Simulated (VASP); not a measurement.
# RbBr (I4/mmm) in VASP: electric field gradients with PBE

Aim: the electric field gradients of RbBr with PBE.

Everything below comes from runs of VASP 6.6.1. Logs are shortened: lines on timing, memory, paths and dates and some standing lists are left out, and cuts for length are marked.

### 1 The cell of the first run

It takes space group I4/mmm (No. 139, tetragonal). Conventional cell: a = 4.993 Å, b = 4.993 Å, c = 6.855 Å, α = 90.00°, β = 90.00°, γ = 90.00°. Rb (site symmetry 4/mmm) has 6 Br at 3.43 to 3.53 Å within 4.5 Å. Within 4.5 Å of Br (site symmetry 4/mmm) lie 6 Rb at 3.43 to 3.53 Å.

### 2 Electric field gradients, PBE (x and y stretched by +3 %, z held)

File INCAR:

```
  PREC = Accurate
  ENCUT = 520
  EDIFF = 1E-8
  ISMEAR = -1
  SIGMA = 0.03
  LREAL = False
  LASPH = True
  NELM = 100
  ALGO = Normal
  ISIF = 2
  LWAVE = False
  LCHARG = False
  GGA = PE
  LEFG = True
  NBANDS = 15
```

File KPOINTS:

```
regular mesh
0
Gamma
  7 7 7
```

File POSCAR:

```
RbBr
1.0
    0.0000000000      3.5303250000      3.4275000000
    3.5303250000      0.0000000000      3.4275000000
    3.5303250000      3.5303250000      0.0000000000
Rb Br
1 1
Direct
    0.0000000000      0.0000000000      0.0000000000
    0.5000000000      0.5000000000      0.5000000000
```

Potentials or basis: VASP PAW PBE potentials, release 64 (Rb_sv, Br).

On the command line:

```sh
$ cat potpaw_PBE.64/Rb_sv/POTCAR potpaw_PBE.64/Br/POTCAR > POTCAR
$ mpirun -np 1 vasp_std > vasp.out
```

OUTCAR:

```text
PREC = Accurate
   ENCUT = 520
   EDIFF = 1E-8
   ISMEAR = -1
   LREAL = False
   LASPH = True
   NELM = 100
   ISIF = 2
   GGA = PE

 ion  position               nearest neighbor table
   1  0.000  0.000  0.000-   2 3.43   2 3.43   2 3.53   2 3.53   2 3.53   2 3.53
   2  0.500  0.500  0.500-   1 3.43   1 3.43   1 3.53   1 3.53   1 3.53   1 3.53

  LATTYP: Found a body centered tetragonal cell.
 ALAT       =     4.9926334946
 C/A-ratio  =     1.3730228761

  Lattice vectors:

 A1 = (   0.0000000000,  -3.5303250000,  -3.4275000000)
 A2 = (   0.0000000000,   3.5303250000,  -3.4275000000)
 A3 = (   3.5303250000,   0.0000000000,   3.4275000000)

Analysis of symmetry for initial positions (statically):
=====================================================================
 Subroutine PRICEL returns:
 Original cell was already a primitive cell.

 Routine SETGRP: Setting up the symmetry group for a
 body centered tetragonal supercell.

 Subroutine GETGRP returns: Found 16 space group operations
 (whereof 16 operations were pure point group operations)
 out of a pool of 16 trial point group operations.

The static configuration has the point symmetry D_4h.

Analysis of symmetry for dynamics (positions and initial velocities):
=====================================================================
 Subroutine PRICEL returns:
 Original cell was already a primitive cell.

 Routine SETGRP: Setting up the symmetry group for a
 body centered tetragonal supercell.

 Subroutine GETGRP returns: Found 16 space group operations
 (whereof 16 operations were pure point group operations)
 out of a pool of 16 trial point group operations.

The dynamic configuration has the point symmetry D_4h.

 Subroutine INISYM returns: Found 16 space group operations
 (whereof 16 operations are pure point group operations),
 and found     1 'primitive' translations

----------------------------------------------------------------------------------------

                                     Primitive cell

  volume of cell :      85.4352

  direct lattice vectors                    reciprocal lattice vectors
     0.000000000  3.530325000  3.427500000    -0.141630020  0.141630020  0.145878920
     3.530325000  0.000000000  3.427500000     0.141630020 -0.141630020  0.145878920
     3.530325000  3.530325000  0.000000000     0.141630020  0.141630020 -0.145878920

  length of vectors
     4.920462464  4.920462464  4.992633495     0.247787781  0.247787781  0.247787781

  position of ions in fractional coordinates (direct lattice)
     0.000000000  0.000000000  0.000000000
     0.500000000  0.500000000  0.500000000

  ion indices of the primitive-cell ions
   primitive index   ion index
                 1           1
                 2           2

----------------------------------------------------------------------------------------

 KPOINTS: regular mesh

Automatic generation of k-mesh.
 Grid dimensions read from file:
 generate k-points for:    7    7    7

 Generating k-lattice:

  Cartesian coordinates                     Fractional coordinates (reciprocal lattice)
    -0.020232860  0.020232860  0.020839846     0.142857143  0.000000000  0.000000000
     0.020232860 -0.020232860  0.020839846     0.000000000  0.142857143  0.000000000
     0.020232860  0.020232860 -0.020839846     0.000000000  0.000000000  0.142857143

  Length of vectors
     0.035398254  0.035398254  0.035398254

  Shift w.r.t. Gamma in fractional coordinates (k-lattice)
     0.000000000  0.000000000  0.000000000

 Subroutine IBZKPT returns following result:
 ===========================================

 Found     40 irreducible k-points:

 Following reciprocal coordinates:
            Coordinates               Weight
  0.000000  0.000000  0.000000      1.000000
  0.142857  0.000000  0.000000      8.000000
  0.285714  0.000000  0.000000      8.000000
  0.428571  0.000000  0.000000      8.000000
  0.142857  0.142857  0.000000      2.000000
  0.285714  0.142857  0.000000      8.000000
[... 16 lines left out ...]
  0.428571  0.285714  0.142857      8.000000
 -0.428571  0.285714  0.142857     16.000000
 [... further k-points ...]
   k-points           NKPTS =     40   k-points in BZ     NKDIM =     40   number of bands    NBANDS=     15
   number of dos      NEDOS =    301   number of ions     NIONS =      2
   total plane-waves  NPLWV =  64000
   dimension x,y,z NGX =    40 NGY =   40 NGZ =   40
   dimension x,y,z NGXF=    80 NGYF=   80 NGZF=   80
   ions per type =               1   1
   NGX,Y,Z   is equivalent  to a cutoff of  13.51, 13.51, 13.32 a.u.
   NGXF,Y,Z  is equivalent  to a cutoff of  27.03, 27.03, 26.64 a.u.
 SYSTEM =  unknown system
   PREC   = accura    normal or accurate (medium, high low for compatibility)
   ISTART =      0    job   : 0-new  1-cont  2-samecut
   ICHARG =      2    charge: 1-file 2-atom 10-const
   ISPIN  =      1    spin polarized calculation?
   LNONCOLLINEAR =      F non collinear calculations
   LSORBIT =      F    spin-orbit coupling
   LASPH  =      T    aspherical Exc in radial PAW
   ENCUT  =  520.0 eV  38.22 Ry    6.18 a.u.   9.15  9.15  9.28*2*pi/ulx,y,z
   NELM   =    100;   NELMIN=  2; NELMDL= -5     # of ELM steps
   EDIFF  = 0.1E-07   stopping-criterion for ELM
   LREAL  =      F    real-space projection
   EDIFFG = 0.1E-06   stopping-criterion for IOM
   NSW    =      0    number of steps for IOM
   IBRION =     -1    ionic relax: 0-MD 1-quasi-New 2-CG
   NFREE  =      0    steps in history (QN), initial steepest desc. (CG)
   ISIF   =      2    stress and relaxation
   ISYM   =      2    0-nonsym 1-usesym 2-fastsym
   POTIM  = 0.5000    time-step for ionic-motion
   TEBEG  =    0.0;   TEEND  =   0.0 temperature during run
   PSTRESS=    0.0 pullay stress
   NELECT =      16.0000    total number of electrons
   NUPDOWN=      -1.0000    fix difference up-down
   EMIN   =  10.00;   EMAX   =-10.00  energy-range for DOS
   EFERMI =   0.00;   METHOD = LEGACY
   ISMEAR =    -1;   SIGMA  =   0.03  broadening in eV -4-tet -1-fermi 0-gaus
   EFERMI_NEDOS =   21; number of points for ismear=-14 and -15
   IALGO  =     38    algorithm
   IMIX   =      4    mixing-type and parameters
     AMIX     =   0.40;   BMIX     =  1.00
     AMIX_MAG =   1.60;   BMIX_MAG =  1.00
  volume/ion in A,a.u.               =      42.72       288.27
  Fermi-wavevector in a.u.,A,eV,Ry     =   0.936632  1.769979 11.936124  0.877280
  Thomas-Fermi vector in A             =   2.063662
   LORBIT       =      0    0 simple, 1 ext, 2 COOP (PROOUT), +10 PAW based schemes
   GGA     = PE    functional components
   LHFCALC =     F    Hartree Fock is set to
   AEXX    =    0.0000 exact exchange contribution
   IVDW    =     0    specifies the selected vdW correction
   LEPSILON=     F    determine dielectric tensor
   LRPA    =     F    only Hartree local field effects (RPA)
 non-spin polarized calculation
  energy-cutoff  :      520.00
  volume of cell :       85.44
 maximum number of plane-waves:      2320
 NGX is ok and might be reduce to    40
   NGX = 19   NGY = 19   NGZ = 19

 number of electron      15.9999999 magnetization

 Free energy of the ion-electron system (eV)
  ---------------------------------------------------
  ext. energy  EPLUGINS =         0.00000000
  ---------------------------------------------------
  free energy    TOTEN  =        -6.11103837 eV

  energy without entropy =       -6.11103837  energy(sigma->0) =       -6.11103837

 E-fermi :  -1.2824     XC(G=0):  -6.9996

 val. band max:       -1.9499890059   @ k =   0.0000   0.0000   0.0000
 cond. band min:       2.2466974866   @ k =   0.0000   0.0000   0.0000
 fundamental gap:      4.1966864924
 Fermi energy:        -1.2823785333

 k-point     1 :       0.0000    0.0000    0.0000
  band No.  band energies     occupation
      1     -26.5087      2.00000
      2     -14.0936      2.00000
      3     -10.5823      2.00000
      4     -10.5810      2.00000
      5     -10.5810      2.00000
      6      -1.9757      2.00000
      7      -1.9757      2.00000
      8      -1.9500      2.00000
      9       2.2467      0.00000
     10       5.2363      0.00000
     11       5.2363      0.00000
     12       5.4034      0.00000
     13       6.0636      0.00000
     14       6.2173      0.00000
     15       8.8853      0.00000
[... 397 lines left out ...]
 k-point    24 :      -0.4286    0.2857    0.1429
  band No.  band energies     occupation
      1     -26.5007      2.00000
      2     -14.0920      2.00000
      3     -10.6481      2.00000
      4     -10.6222      2.00000
      5     -10.5776      2.00000
      6      -2.6169      2.00000
      7      -2.2782      2.00000
      8      -2.2463      2.00000
      9       4.7861      0.00000
     10       5.1051      0.00000
     11       6.4855      0.00000
     12       7.0830      0.00000
     13       7.7086      0.00000
     14       8.1638      0.00000
     15       8.8355      0.00000

 [... further k-points ...]
[... 5 lines left out ...]
  --------------------------------------------------------------------------------------
  -------------------------------------------------------------------------------------
  Total       -0.0343841     -0.0343841      0.3781132      0.0000000      0.0000000      0.0000000
  in kB       -0.6448096     -0.6448096      7.0908060      0.0000000      0.0000000      0.0000000
  external PRESSURE =       1.9337289 kB  Pullay stress =       0.0000000 kB

 VOLUME and BASIS-vectors are now :
 -----------------------------------------------------------------------------
  energy-cutoff  :      520.00
  volume of cell :       85.44
      direct lattice vectors                 reciprocal lattice vectors
     0.000000000  3.530325000  3.427500000    -0.141630020  0.141630020  0.145878920
     3.530325000  0.000000000  3.427500000     0.141630020 -0.141630020  0.145878920
     3.530325000  3.530325000  0.000000000     0.141630020  0.141630020 -0.145878920

 POSITION                                       TOTAL-FORCE (eV/Angst)
 -----------------------------------------------------------------------------------
      0.00000      0.00000      0.00000        -0.000000      0.000000     -0.000000
      3.53032      3.53032      3.42750         0.000000     -0.000000      0.000000
 -----------------------------------------------------------------------------------
    total drift:                                0.000000     -0.000000     -0.000000

  FREE ENERGIE OF THE ION-ELECTRON SYSTEM (eV)
  ---------------------------------------------------
  free  energy   TOTEN  =        -6.1110383682 eV

  energy  without entropy=       -6.1110383682  energy(sigma->0) =       -6.11103837

 Electric field gradients (V/A^2)
---------------------------------------------------------------------
 ion       V_xx      V_yy      V_zz      V_xy      V_xz      V_yz
---------------------------------------------------------------------
   1       4.630     4.630    -9.260     0.000     0.000     0.000
   2       2.854     2.854    -5.709    -0.000    -0.001    -0.001
---------------------------------------------------------------------

 Electric field gradients after diagonalization (V/A^2)
 (convention: |V_zz| > |V_xx| > |V_yy|)
----------------------------------------------------------------------
 ion       V_xx      V_yy      V_zz     asymmetry (V_yy - V_xx)/ V_zz
----------------------------------------------------------------------
   1       4.630     4.630    -9.260       0.000
   2       2.855     2.854    -5.709       0.000
----------------------------------------------------------------------

           NMR quadrupolar parameters

 Cq : quadrupolar parameter    Cq=e*Q*V_zz/h
 eta: asymmetry parameters     (V_yy - V_xx)/ V_zz
 Q  : nuclear electric quadrupole moment in mb (millibarn)
----------------------------------------------------------------------
 ion       Cq(MHz)       eta       Q (mb)
----------------------------------------------------------------------
   1      -0.022       0.000       1.000
   2      -0.014       0.000       1.000
----------------------------------------------------------------------
```

It took 2.2 min on 1 thread of Intel Xeon 8259CL, shared host; peak memory 0.26 GiB.

What came out:

```yaml
Free_energy: -6.1110 eV
Pressure: 0.2 GPa
Band_gap_on_the_k_mesh: 4.20 eV, direct
```

Electric field gradients, principal values (V/Å²):
| atom | least | middle | greatest (by size) |
| --- | --- | --- | --- |
| 1 Rb | 4.630 | 4.630 | -9.260 |
| 2 Br | 2.854 | 2.855 | -5.709 |

Caveat: the cell differs from its parent crystal (x and y stretched by +3 %, z held); without QUAD_EFG the Cq values of the log hold for a quadrupole moment of 1 mb, not for the nuclei. A k mesh can miss the band edges.
